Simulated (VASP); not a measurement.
# Hf (P6_3/mmc) in VASP: further runs, part 2 of 3

VASP 6.6.1.

### Step 4. Single point, PBEsol

This run uses another cell than the first one, of 20.31 Å³/atom.

INCAR reads:

```
SYSTEM = Hf
PREC = Accurate
ENCUT = 520
EDIFF = 1E-7
ISMEAR = 0
SIGMA = 0.15
LREAL = .FALSE.
LASPH = .TRUE.
NELM = 80
ALGO = Fast
ISIF = 2
LWAVE = .FALSE.
LCHARG = .FALSE.
GGA = PS
NBANDS = 17
```

KPOINTS reads:

```
regular mesh
0
G
  18 18 10
  0 0 0
```

POSCAR reads:

```
Hf
1.0
    3.1602689342      0.0000000000      0.0000000000
   -1.5801344671      2.7368731798      0.0000000000
    0.0000000000      0.0000000000      4.6965000000
Hf
2
Direct
    0.3333333333      0.6666666667      0.2500000000
    0.6666666667      0.3333333333      0.7500000000
```

Potentials or basis: VASP PAW PBE potentials, release 64 (Hf_pv).

On the command line:

```bash
cat potpaw_PBE.64/Hf_pv/POTCAR > POTCAR
mpirun -np 1 vasp_std > vasp.out
```

OUTCAR:

```text
SYSTEM = Hf
   PREC = Accurate
   ENCUT = 520
   EDIFF = 1E-7
   ISMEAR = 0
   LREAL = .FALSE.
   LASPH = .TRUE.
   NELM = 80
   ISIF = 2
   GGA = PS

 ion  position               nearest neighbor table
   1  0.333  0.667  0.250-   2 2.97   2 2.97   2 2.97   2 2.97   2 2.97   2 2.97
   2  0.667  0.333  0.750-   1 2.97   1 2.97   1 2.97   1 2.97   1 2.97   1 2.97

  LATTYP: Found a hexagonal cell.
 ALAT       =     3.1602689342
 C/A-ratio  =     1.4861077009

  Lattice vectors:

 A1 = (   3.1602689342,   0.0000000000,   0.0000000000)
 A2 = (  -1.5801344671,   2.7368731798,   0.0000000000)
 A3 = (   0.0000000000,   0.0000000000,   4.6965000000)

Analysis of symmetry for initial positions (statically):
=====================================================================
 Subroutine PRICEL returns:
 Original cell was already a primitive cell.

 Routine SETGRP: Setting up the symmetry group for a
 hexagonal supercell.

 Subroutine GETGRP returns: Found 24 space group operations
 (whereof 12 operations were pure point group operations)
 out of a pool of 24 trial point group operations.

The static configuration has the point symmetry D_3d.
 The point group associated with its full space group is D_6h.

Analysis of symmetry for dynamics (positions and initial velocities):
=====================================================================
 Subroutine PRICEL returns:
 Original cell was already a primitive cell.

 Routine SETGRP: Setting up the symmetry group for a
 hexagonal supercell.

 Subroutine GETGRP returns: Found 24 space group operations
 (whereof 12 operations were pure point group operations)
 out of a pool of 24 trial point group operations.

The dynamic configuration has the point symmetry D_3d.
 The point group associated with its full space group is D_6h.

 Subroutine INISYM returns: Found 24 space group operations
 (whereof 12 operations are pure point group operations),
 and found     1 'primitive' translations

----------------------------------------------------------------------------------------

                                     Primitive cell

  volume of cell :      40.6212

  direct lattice vectors                    reciprocal lattice vectors
     3.160268934  0.000000000  0.000000000     0.316428766  0.182690233  0.000000000
    -1.580134467  2.736873180  0.000000000     0.000000000  0.365380467  0.000000000
     0.000000000  0.000000000  4.696500000     0.000000000  0.000000000  0.212924518

  length of vectors
     3.160268934  3.160268934  4.696500000     0.365380467  0.365380467  0.212924518

  position of ions in fractional coordinates (direct lattice)
     0.333333333  0.666666667  0.250000000
     0.666666667  0.333333333  0.750000000

  ion indices of the primitive-cell ions
   primitive index   ion index
                 1           1
                 2           2

----------------------------------------------------------------------------------------

 KPOINTS: regular mesh

Automatic generation of k-mesh.
 Grid dimensions read from file:
 generate k-points for:   18   18   10

 Generating k-lattice:

  Cartesian coordinates                     Fractional coordinates (reciprocal lattice)
     0.017579376  0.010149457  0.000000000     0.055555556 -0.000000000  0.000000000
     0.000000000  0.020298915  0.000000000     0.000000000  0.055555556  0.000000000
     0.000000000  0.000000000  0.021292452     0.000000000  0.000000000  0.100000000

  Length of vectors
     0.020298915  0.020298915  0.021292452

  Shift w.r.t. Gamma in fractional coordinates (k-lattice)
     0.000000000  0.000000000  0.000000000

 Subroutine IBZKPT returns following result:
 ===========================================

 Found    222 irreducible k-points:

 Following reciprocal coordinates:
            Coordinates               Weight
  0.000000  0.000000  0.000000      1.000000
  0.055556  0.000000  0.000000      6.000000
  0.111111  0.000000  0.000000      6.000000
  0.166667  0.000000  0.000000      6.000000
  0.222222 -0.000000  0.000000      6.000000
  0.277778 -0.000000  0.000000      6.000000
[... 16 lines left out ...]
  0.333333  0.111111  0.000000     12.000000
  0.388889  0.111111  0.000000     12.000000
 [... further k-points ...]
   k-points           NKPTS =    222   k-points in BZ     NKDIM =    222   number of bands    NBANDS=     17
   number of dos      NEDOS =    301   number of ions     NIONS =      2
   total plane-waves  NPLWV =  20736
   dimension x,y,z NGX =    24 NGY =   24 NGZ =   36
   dimension x,y,z NGXF=    48 NGYF=   48 NGZF=   72
   ions per type =               2
   NGX,Y,Z   is equivalent  to a cutoff of  12.63, 12.63, 12.74 a.u.
   NGXF,Y,Z  is equivalent  to a cutoff of  25.25, 25.25, 25.49 a.u.
 SYSTEM =  Hf
   PREC   = accura    normal or accurate (medium, high low for compatibility)
   ISTART =      0    job   : 0-new  1-cont  2-samecut
   ICHARG =      2    charge: 1-file 2-atom 10-const
   ISPIN  =      1    spin polarized calculation?
   LNONCOLLINEAR =      F non collinear calculations
   LSORBIT =      F    spin-orbit coupling
   LASPH  =      T    aspherical Exc in radial PAW
   ENCUT  =  520.0 eV  38.22 Ry    6.18 a.u.   5.88  5.88  8.73*2*pi/ulx,y,z
   NELM   =     80;   NELMIN=  2; NELMDL= -5     # of ELM steps
   EDIFF  = 0.1E-06   stopping-criterion for ELM
   LREAL  =      F    real-space projection
   EDIFFG = 0.1E-05   stopping-criterion for IOM
   NSW    =      0    number of steps for IOM
   IBRION =     -1    ionic relax: 0-MD 1-quasi-New 2-CG
   NFREE  =      0    steps in history (QN), initial steepest desc. (CG)
   ISIF   =      2    stress and relaxation
   ISYM   =      2    0-nonsym 1-usesym 2-fastsym
   POTIM  = 0.5000    time-step for ionic-motion
   TEBEG  =    0.0;   TEEND  =   0.0 temperature during run
   PSTRESS=    0.0 pullay stress
   NELECT =      20.0000    total number of electrons
   NUPDOWN=      -1.0000    fix difference up-down
   EMIN   =  10.00;   EMAX   =-10.00  energy-range for DOS
   EFERMI =   0.00;   METHOD = LEGACY
   ISMEAR =     0;   SIGMA  =   0.15  broadening in eV -4-tet -1-fermi 0-gaus
   EFERMI_NEDOS =   21; number of points for ismear=-14 and -15
   IALGO  =     68    algorithm
   IMIX   =      4    mixing-type and parameters
     AMIX     =   0.40;   BMIX     =  1.00
     AMIX_MAG =   1.60;   BMIX_MAG =  1.00
  volume/ion in A,a.u.               =      20.31       137.06
  Fermi-wavevector in a.u.,A,eV,Ry     =   1.292708  2.442864 22.736619  1.671094
  Thomas-Fermi vector in A             =   2.424399
   LORBIT       =      0    0 simple, 1 ext, 2 COOP (PROOUT), +10 PAW based schemes
   GGA     = PS    functional components
   LHFCALC =     F    Hartree Fock is set to
   AEXX    =    0.0000 exact exchange contribution
   IVDW    =     0    specifies the selected vdW correction
   LEPSILON=     F    determine dielectric tensor
   LRPA    =     F    only Hartree local field effects (RPA)
 non-spin polarized calculation
 RMM-DIIS sequential band-by-band and
 Gauss-broadening in eV      SIGMA  =   0.15
  energy-cutoff  :      520.00
  volume of cell :       40.62
 maximum number of plane-waves:      1110
 NGX is ok and might be reduce to    24
   NGX = 11   NGY = 11   NGZ = 17

 number of electron      20.0000000 magnetization

 Free energy of the ion-electron system (eV)
  ---------------------------------------------------
  ext. energy  EPLUGINS =         0.00000000
  ---------------------------------------------------
  free energy    TOTEN  =       -20.90764665 eV

  energy without entropy =      -20.89365345  energy(sigma->0) =      -20.90065005

 E-fermi :   5.4775     XC(G=0): -11.8385

 val. band max:        5.4726706523   @ k =   0.1111   0.0000   0.2000
 cond. band min:       5.4862145757   @ k =   0.3333   0.2778   0.3000
 fundamental gap:      0.0135439234
 Fermi energy:         5.4774619904

 k-point     1 :       0.0000    0.0000    0.0000
  band No.  band energies     occupation
      1     -25.6561      2.00000
      2     -24.6338      2.00000
      3     -24.6338      2.00000
      4     -24.3975      2.00000
      5     -24.3975      2.00000
      6     -24.3162      2.00000
[... 9 lines left out ...]
     16       7.7236      0.00000
     17      11.1847      0.00000
[... 441 lines left out ...]
 k-point    24 :       0.3889    0.1111    0.0000
  band No.  band energies     occupation
      1     -25.2548      2.00000
      2     -25.1326      2.00000
      3     -25.0108      2.00000
      4     -24.8817      2.00000
      5     -24.6935      2.00000
      6     -24.5221      2.00000
[... 9 lines left out ...]
     16      12.6243      0.00000
     17      12.8056      0.00000

 [... further k-points ...]
[... 5 lines left out ...]
  --------------------------------------------------------------------------------------
  -------------------------------------------------------------------------------------
  Total        1.2204186      1.2204186      3.6151002      0.0000000      0.0000000      0.0000000
  in kB       48.1355982     48.1355982    142.5863265      0.0000000      0.0000000      0.0000000
  external PRESSURE =      79.6191743 kB  Pullay stress =       0.0000000 kB

 VOLUME and BASIS-vectors are now :
 -----------------------------------------------------------------------------
  energy-cutoff  :      520.00
  volume of cell :       40.62
      direct lattice vectors                 reciprocal lattice vectors
     3.160268934  0.000000000  0.000000000     0.316428766  0.182690233  0.000000000
    -1.580134467  2.736873180  0.000000000     0.000000000  0.365380467  0.000000000
     0.000000000  0.000000000  4.696500000     0.000000000  0.000000000  0.212924518

 POSITION                                       TOTAL-FORCE (eV/Angst)
 -----------------------------------------------------------------------------------
     -0.00000      1.82458      1.17413         0.000000     -0.000000      0.000000
      1.58013      0.91229      3.52238        -0.000000      0.000000      0.000000
 -----------------------------------------------------------------------------------
    total drift:                               -0.000000      0.000000     -0.000000

  FREE ENERGIE OF THE ION-ELECTRON SYSTEM (eV)
  ---------------------------------------------------
  free  energy   TOTEN  =       -20.9076466475 eV

  energy  without entropy=      -20.8936534493  energy(sigma->0) =      -20.90065005
```

stdout:

```text
POSCAR found type information on POSCAR Hf
 POSCAR found :  1 types and       2 ions
 scaLAPACK will be used
 -----------------------------------------------------------------------------
|                                                                             |
|                                                                             |
|     You enforced a specific xc type in the INCAR file but a different       |
|     I HOPE YOU KNOW WHAT YOU ARE DOING!                                     |
|                                                                             |
 -----------------------------------------------------------------------------

 LDA part: xc-table for (Slater+PW92), standard interpolation
 POSCAR, INCAR and KPOINTS ok, starting setup
 FFT: planning ... GRIDC
 FFT: planning ... GRID_SOFT
 FFT: planning ... GRID
 WAVECAR not read
 entering main loop
```

It took 88 s on 1 thread of Intel Xeon 6975P-C, shared host; peak memory 0.25 GiB.

Results:

```
Free energy            : -20.9076 eV
Pressure               : 8.0 GPa
Band gap on the k mesh : zero (bands 10 and 11 overlap by 1.45 eV)
```

Caveat: the stress differs along the axes, from 5 to 14 GPa; the PAW data sets were made with another functional, which shifts forces and pressure a little; spin-orbit coupling is left out, which moves the levels of the heavy elements.

### Step 5. Single point, PBEsol

This run uses another cell than the first one, of 20.54 Å³/atom.

INCAR reads:

```
PREC = Accurate ; ENCUT = 520
EDIFF = 1E-7 ; ISMEAR = 0
SIGMA = 0.15 ; LREAL = F
LASPH = T ; NELM = 100
ALGO = Fast ; ISIF = 2
LWAVE = F ; LCHARG = T
GGA = PS ; LELF = T
LVHAR = T ; NBANDS = 17
```

KPOINTS reads:

```
Automatic mesh
0
Gamma
  18 18 10
```

POSCAR reads:

```
Hf
1.0
    3.0813000000      0.0000000000      0.0000000000
   -1.5406500000      2.6684840767      0.0000000000
    0.0000000000      0.0000000000      4.9962244915
Hf
2
Direct
    0.3333333333      0.6666666667      0.2500000000
    0.6666666667      0.3333333333      0.7500000000
```

Potentials or basis: VASP PAW PBE potentials, release 64 (Hf_pv).

On the command line:

```bash
cat potpaw_PBE.64/Hf_pv/POTCAR > POTCAR
mpirun -np 1 vasp_std > vasp.out
```

OUTCAR:

```text
PREC = Accurate
   ENCUT = 520
   EDIFF = 1E-7
   ISMEAR = 0
   LREAL = F
   LASPH = T
   NELM = 100
   ISIF = 2
   GGA = PS

 ion  position               nearest neighbor table
   1  0.333  0.667  0.250-   2 3.07   2 3.07   2 3.07   2 3.07   2 3.07   2 3.07
   2  0.667  0.333  0.750-   1 3.07   1 3.07   1 3.07   1 3.07   1 3.07   1 3.07

  LATTYP: Found a hexagonal cell.
 ALAT       =     3.0813000000
 C/A-ratio  =     1.6214664237

  Lattice vectors:

 A1 = (   3.0813000000,   0.0000000000,   0.0000000000)
 A2 = (  -1.5406500000,   2.6684840767,   0.0000000000)
 A3 = (   0.0000000000,   0.0000000000,   4.9962244915)

Analysis of symmetry for initial positions (statically):
=====================================================================
 Subroutine PRICEL returns:
 Original cell was already a primitive cell.

 Routine SETGRP: Setting up the symmetry group for a
 hexagonal supercell.

 Subroutine GETGRP returns: Found 24 space group operations
 (whereof 12 operations were pure point group operations)
 out of a pool of 24 trial point group operations.

The static configuration has the point symmetry D_3d.
 The point group associated with its full space group is D_6h.

Analysis of symmetry for dynamics (positions and initial velocities):
=====================================================================
 Subroutine PRICEL returns:
 Original cell was already a primitive cell.

 Routine SETGRP: Setting up the symmetry group for a
 hexagonal supercell.

 Subroutine GETGRP returns: Found 24 space group operations
 (whereof 12 operations were pure point group operations)
 out of a pool of 24 trial point group operations.

The dynamic configuration has the point symmetry D_3d.
 The point group associated with its full space group is D_6h.
[... 107 lines left out ...]
   POTIM  = 0.5000    time-step for ionic-motion
   TEBEG  =    0.0;   TEEND  =   0.0 temperature during run
   PSTRESS=    0.0 pullay stress
   NELECT =      20.0000    total number of electrons
   NUPDOWN=      -1.0000    fix difference up-down
   EMIN   =  10.00;   EMAX   =-10.00  energy-range for DOS
   EFERMI =   0.00;   METHOD = LEGACY
   ISMEAR =     0;   SIGMA  =   0.15  broadening in eV -4-tet -1-fermi 0-gaus
   EFERMI_NEDOS =   21; number of points for ismear=-14 and -15
   IALGO  =     68    algorithm
   IMIX   =      4    mixing-type and parameters
     AMIX     =   0.40;   BMIX     =  1.00
     AMIX_MAG =   1.60;   BMIX_MAG =  1.00
  volume/ion in A,a.u.               =      20.54       138.61
  Fermi-wavevector in a.u.,A,eV,Ry     =   1.287868  2.433717 22.566673  1.658604
  Thomas-Fermi vector in A             =   2.419856
   LORBIT       =      0    0 simple, 1 ext, 2 COOP (PROOUT), +10 PAW based schemes
   GGA     = PS    functional components
   LHFCALC =     F    Hartree Fock is set to
   AEXX    =    0.0000 exact exchange contribution
   IVDW    =     0    specifies the selected vdW correction
   LEPSILON=     F    determine dielectric tensor
   LRPA    =     F    only Hartree local field effects (RPA)
 non-spin polarized calculation
 RMM-DIIS sequential band-by-band and
 Gauss-broadening in eV      SIGMA  =   0.15
  energy-cutoff  :      520.00
  volume of cell :       41.08
 maximum number of plane-waves:      1124
 NGX is ok and might be reduce to    24
   NGX = 11   NGY = 11   NGZ = 19

 number of electron      20.0000001 magnetization

 Free energy of the ion-electron system (eV)
  ---------------------------------------------------
  ext. energy  EPLUGINS =         0.00000000
  ---------------------------------------------------
  free energy    TOTEN  =       -20.97345676 eV

  energy without entropy =      -20.95644470  energy(sigma->0) =      -20.96495073

 E-fermi :   5.3564     XC(G=0): -11.7881

 val. band max:        5.3558703575   @ k =   0.0000   0.0000   0.5000
 cond. band min:       5.3623107764   @ k =   0.3889   0.1667   0.3000
 fundamental gap:      0.0064404189
 Fermi energy:         5.3563864487

 k-point     1 :       0.0000    0.0000    0.0000
  band No.  band energies     occupation
      1     -25.5913      2.00000
      2     -24.6071      2.00000
      3     -24.6071      2.00000
      4     -24.4905      2.00000
      5     -24.4596      2.00000
      6     -24.4596      2.00000
[... 457 lines left out ...]
      4     -24.8949      2.00000
      5     -24.7519      2.00000
      6     -24.6558      2.00000
[... 9 lines left out ...]
     16      12.0220      0.00000
     17      12.9604      0.00000

 [... further k-points ...]
[... 5 lines left out ...]
  --------------------------------------------------------------------------------------
  -------------------------------------------------------------------------------------
  Total        1.7545435      1.7545435      0.9492295      0.0000000      0.0000000      0.0000000
  in kB       68.4280512     68.4280512     37.0204126      0.0000000      0.0000000      0.0000000
  external PRESSURE =      57.9588384 kB  Pullay stress =       0.0000000 kB

 VOLUME and BASIS-vectors are now :
 -----------------------------------------------------------------------------
  energy-cutoff  :      520.00
  volume of cell :       41.08
      direct lattice vectors                 reciprocal lattice vectors
     3.081300000  0.000000000  0.000000000     0.324538344  0.187372300  0.000000000
    -1.540650000  2.668484077  0.000000000     0.000000000  0.374744601  0.000000000
     0.000000000  0.000000000  4.996224491     0.000000000  0.000000000  0.200151134

 POSITION                                       TOTAL-FORCE (eV/Angst)
 -----------------------------------------------------------------------------------
     -0.00000      1.77899      1.24906        -0.000000      0.000000      0.000000
      1.54065      0.88949      3.74717         0.000000     -0.000000      0.000000
 -----------------------------------------------------------------------------------
    total drift:                                0.000000     -0.000000      0.000000

  FREE ENERGIE OF THE ION-ELECTRON SYSTEM (eV)
  ---------------------------------------------------
  free  energy   TOTEN  =       -20.9734567623 eV

  energy  without entropy=      -20.9564446978  energy(sigma->0) =      -20.96495073
```

It took 98 s on 1 thread of Intel Xeon 6975P-C, shared host; peak memory 0.26 GiB.

Results:

```yaml
Free_energy: -20.9735 eV
Pressure: 5.8 GPa
Band_gap_on_the_k_mesh: zero (bands 10 and 11 overlap by 1.59 eV)
```

Stress tensor (GPa, compression positive):
```
6.84 0.00 0.00
0.00 6.84 0.00
0.00 0.00 3.70
```

Caveat: the cell stands under pressure; the PAW data sets were made with another functional, which shifts forces and pressure a little; spin-orbit coupling is left out, which moves the levels of the heavy elements.

(Part 2 of 3 ends here.)
